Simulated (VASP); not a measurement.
# C (P1) in VASP: single point with PBE+D3(BJ)

Aim: the single point of C with PBE+D3(BJ).

Everything below comes from runs of VASP 6.6.1. Logs are shortened: lines on timing, memory, paths and dates and some standing lists are left out, and cuts for length are marked.

## (1) The cell of the first run

The typed cell holds 18 atoms: a = 5.031 Å, b = 5.031 Å, c = 6.591 Å, α = 102.53°, β = 102.53°, γ = 94.24°.

## (2) Single point, PBE+D3(BJ) (dynamics (npt langevin) at 800 K, volume x 1.02, from the last frame before)

INCAR reads:

```
SYSTEM = C
PREC = Accurate
ENCUT = 520
EDIFF = 1E-6
ISMEAR = -1
SIGMA = 0.0689
LREAL = Auto
LASPH = .True.
NELM = 80
ALGO = Normal
ISIF = 2
LWAVE = .False.
LCHARG = .False.
GGA = PE
IVDW = 12
NBANDS = 51
```

KPOINTS reads:

```
Automatic mesh
0
Gamma
  2 2 2
  0.5 0.5 0.5
```

POSCAR reads:

```
C
1.0
    1.2288870000      3.5474910000     -3.3493560000
   -2.4577740000     -2.8379930000     -3.3493560000
   -4.9155480000      2.8379930000      3.3493560000
C
18
Direct
    0.6650588834      0.3736306473      0.7403903950
    0.0261729227      0.3844154881      0.0840704175
    0.3360942157      0.3741822719      0.4290403335
    0.6743678734      0.0452658941      0.4005810899
    0.0228232929      0.0728131554      0.7432737851
    0.3445018741      0.0459146149      0.0867539342
    0.6735922467      0.7079087059      0.0691113470
    0.0134055705      0.7095679021      0.4168779128
    0.3345856177      0.7293492474      0.7339991998
    0.7964864720      0.4699857527      0.9675664052
    0.1141137595      0.4759500509      0.3072091362
    0.4368860625      0.5106274026      0.6397554960
    0.7874071204      0.1623134116      0.6291000904
    0.1291293417      0.1506994332      0.9757577834
    0.4673440012      0.1682514432      0.2986208140
    0.7979241781      0.8117376287      0.2917762192
    0.1078901842      0.8332201983      0.6339587987
    0.4372722147      0.8186292914      0.9647144839
```

Potentials or basis: VASP PAW PBE potentials, release 64 (C).

Command:

```sh
cat potpaw_PBE.64/C/POTCAR > POTCAR
mpirun -np 1 vasp_std > vasp.out
```

OUTCAR:

```text
SYSTEM = C
   PREC = Accurate
   ENCUT = 520
   EDIFF = 1E-6
   ISMEAR = -1
   LREAL = Auto
   LASPH = .True.
   NELM = 80
   ISIF = 2
   GGA = PE
   IVDW = 12
 IVDW          = 12

 ion  position               nearest neighbor table
   1  0.665  0.374  0.740-  13 1.41  10 1.46  12 1.49
   2  0.026  0.384  0.084-  10 1.39  11 1.40  14 1.43
   3  0.336  0.374  0.429-  12 1.37  11 1.42  15 1.49
   4  0.674  0.045  0.401-  15 1.38  13 1.46  16 1.49
   5  0.023  0.073  0.743-  17 1.41  13 1.42  14 1.46
   6  0.345  0.046  0.087-  14 1.38  15 1.38  18 1.42
[... 10 lines left out ...]
  17  0.108  0.833  0.634-   9 1.39   8 1.39   5 1.41
  18  0.437  0.819  0.965-   6 1.42   7 1.45   9 1.45

  LATTYP: Found a base centered monoclinic cell.
 ALAT       =     6.8473566527
 B/A-ratio  =     1.0768128832
 C/A-ratio  =     0.9624916574
 COS(beta)  =    -0.3186995721

  Lattice vectors:

 A1 = (   1.2288870000,   3.5474910000,  -3.3493560000)
 A2 = (  -2.4577740000,  -2.8379930000,  -3.3493560000)
 A3 = (  -4.9155480000,   2.8379930000,   3.3493560000)

Analysis of symmetry for initial positions (statically):
=====================================================================
 Subroutine PRICEL returns:
 Original cell was already a primitive cell.

 Routine SETGRP: Setting up the symmetry group for a
 base centered monoclinic supercell.

 Subroutine GETGRP returns: Found  1 space group operations
 (whereof  1 operations were pure point group operations)
 out of a pool of  4 trial point group operations.

The static configuration has the point symmetry C_1 .

Analysis of symmetry for dynamics (positions and initial velocities):
=====================================================================
 Subroutine PRICEL returns:
 Original cell was already a primitive cell.

 Routine SETGRP: Setting up the symmetry group for a
 base centered monoclinic supercell.

 Subroutine GETGRP returns: Found  1 space group operations
 (whereof  1 operations were pure point group operations)
 out of a pool of  4 trial point group operations.

The dynamic configuration has the point symmetry C_1 .

 Subroutine INISYM returns: Found  1 space group operations
 (whereof  1 operations are pure point group operations),
[... 106 lines left out ...]
   NELM   =     80;   NELMIN=  2; NELMDL= -5     # of ELM steps
   EDIFF  = 0.1E-05   stopping-criterion for ELM
   LREAL  =      T    real-space projection
   EDIFFG = 0.1E-04   stopping-criterion for IOM
   NSW    =      0    number of steps for IOM
   IBRION =     -1    ionic relax: 0-MD 1-quasi-New 2-CG
   NFREE  =      0    steps in history (QN), initial steepest desc. (CG)
   ISIF   =      2    stress and relaxation
   ISYM   =      2    0-nonsym 1-usesym 2-fastsym
   POTIM  = 0.5000    time-step for ionic-motion
   TEBEG  =    0.0;   TEEND  =   0.0 temperature during run
   PSTRESS=    0.0 pullay stress
   NELECT =      72.0000    total number of electrons
   NUPDOWN=      -1.0000    fix difference up-down
   EMIN   =  10.00;   EMAX   =-10.00  energy-range for DOS
   EFERMI =   0.00;   METHOD = LEGACY
   ISMEAR =    -1;   SIGMA  =   0.07  broadening in eV -4-tet -1-fermi 0-gaus
   EFERMI_NEDOS =   21; number of points for ismear=-14 and -15
   IALGO  =     38    algorithm
   IMIX   =      4    mixing-type and parameters
     AMIX     =   0.40;   BMIX     =  1.00
     AMIX_MAG =   1.60;   BMIX_MAG =  1.00
  volume/ion in A,a.u.               =       8.76        59.12
  Fermi-wavevector in a.u.,A,eV,Ry     =   1.260607  2.382201 21.621410  1.589129
  Thomas-Fermi vector in A             =   2.394108
   LORBIT       =      0    0 simple, 1 ext, 2 COOP (PROOUT), +10 PAW based schemes
   GGA     = PE    functional components
   LHFCALC =     F    Hartree Fock is set to
   AEXX    =    0.0000 exact exchange contribution
   IVDW    =    12    specifies the selected vdW correction
   LEPSILON=     F    determine dielectric tensor
   LRPA    =     F    only Hartree local field effects (RPA)
 non-spin polarized calculation
  energy-cutoff  :      520.00
  volume of cell :      157.70
 maximum number of plane-waves:      4256
 NGX is ok and might be reduce to    40
   NGX = 19   NGY = 19   NGZ = 25

 number of electron      72.0000001 magnetization

 Free energy of the ion-electron system (eV)
  ---------------------------------------------------
  ext. energy  EPLUGINS =         0.00000000
  ---------------------------------------------------
  free energy    TOTEN  =      -163.67877563 eV

  energy without entropy =     -163.67316345  energy(sigma->0) =     -163.67596954

 E-fermi :   4.7462     XC(G=0): -10.3706

 val. band max:        4.4511706705   @ k =  -0.2500  -0.2500   0.2500
 cond. band min:       5.0428761684   @ k =  -0.2500  -0.2500   0.2500
 fundamental gap:      0.5917054979
 Fermi energy:         4.7461950611

 k-point     1 :       0.2500    0.2500    0.2500
  band No.  band energies     occupation
      1     -14.3064      2.00000
      2     -14.1335      2.00000
      3     -12.9415      2.00000
      4     -12.7604      2.00000
      5     -10.6364      2.00000
      6     -10.5007      2.00000
[... 193 lines left out ...]
     47      11.9776      0.00000
     48      12.2424      0.00000
 [bands above 48 left out]

------------------------ aborting loop because EDIFF is reached ----------------------------------------

 Edisp (eV)   -2.80282

 E8    (eV) :    -0.7946

  FORCE on cell =-STRESS in cart. coord.  units (eV):
  Direction    XX          YY          ZZ          XY          YZ          ZX
  --------------------------------------------------------------------------------------
  -------------------------------------------------------------------------------------
  Total       6.35652     7.24640    -2.32048    -0.99697    -0.80666     1.34737
  in kB      64.58205    73.62313   -23.57596   -10.12914    -8.19560    13.68927
  external pressure =       38.21 kB  Pullay stress =        0.00 kB

 VOLUME and BASIS-vectors are now :
 -----------------------------------------------------------------------------
  energy-cutoff  :      520.00
  volume of cell :      157.70
      direct lattice vectors                 reciprocal lattice vectors
     1.228887000  3.547491000 -3.349356000     0.000000000  0.156605200 -0.132695498
    -2.457774000 -2.837993000 -3.349356000    -0.135624078 -0.078302600 -0.132695490
    -4.915548000  2.837993000  3.349356000    -0.135624078  0.078302600  0.033173871

 POSITION                                       TOTAL-FORCE (eV/Angst)
 -----------------------------------------------------------------------------------
     -3.74044      3.40015     -0.99911        -1.823984      1.030078     -0.585529
     -1.32589     -0.75953     -1.09362         1.428259      0.111919      1.331611
     -2.61560      1.34798     -0.94196         3.375184     -1.910540     -1.399558
     -1.25161      3.40070     -1.06862        -0.081632      3.418111     -0.669224
     -3.80451      1.98373      2.16917        -0.300431      0.904276      1.974104
     -0.11594      1.33802     -1.01707         2.194653     -0.143077     -0.163472
[... 10 lines left out ...]
     -5.03154     -0.18276     -1.02876         0.424995      0.416835     -1.181170
     -6.21675      1.96581     -0.97529         0.163448      1.765117     -1.240712
 -----------------------------------------------------------------------------------
    total drift:                               -0.011914     -0.011118     -0.015101

  FREE ENERGIE OF THE ION-ELECTRON SYSTEM (eV)
  ---------------------------------------------------
  free  energy   TOTEN  =      -166.4815922211 eV

  energy  without entropy=     -166.4759800343  energy(sigma->0) =     -166.47878613
```

stdout:

```text
POSCAR found type information on POSCAR C
 POSCAR found :  1 types and      18 ions
 scaLAPACK will be used
 LDA part: xc-table for (Slater+PW92), standard interpolation
 POSCAR, INCAR and KPOINTS ok, starting setup
 FFT: planning ... GRIDC
 FFT: planning ... GRID_SOFT
 FFT: planning ... GRID
 WAVECAR not read
 entering main loop
```

Wall time 61 s (1 thread of Intel Xeon Platinum 8259CL at 2.50GHz (Skylake/Cascade Lake), shared host); peak memory 0.25 GiB.

Results:

* Free energy: -166.4816 eV
* Pressure: 3.8 GPa
* Largest force: 6.052 eV/Å
* Band gap on the k mesh: 0.59 eV
* Dispersion energy per atom: -0.156 eV

Forces on the atoms (eV/Å):
```
C   -1.824  1.030 -0.586
C    1.428  0.112  1.332
C    3.375 -1.911 -1.400
C   -0.082  3.418 -0.669
C   -0.300  0.904  1.974
C    2.195 -0.143 -0.163
C    0.435  1.667  0.545
C    1.659 -1.824  0.363
C   -4.355  1.177  1.360
C   -0.968 -4.352 -0.717
C   -1.671  0.658 -0.688
C    3.648  4.804  0.491
C    0.180 -1.113 -0.085
C    0.086 -3.606 -1.331
C   -2.304  0.081  1.886
C   -2.091 -3.085  0.110
C    0.425  0.417 -1.181
C    0.163  1.765 -1.241
```

Stress tensor (GPa, compression positive):
```
 6.46 -1.01  1.37
-1.01  7.36 -0.82
 1.37 -0.82 -2.36
```

Caveat: the k points lie up to 0.64 Å⁻¹ apart; forces of over 1 eV/Å act on the atoms, so gaps and moduli don't describe the material at rest. A k mesh can miss the band edges.
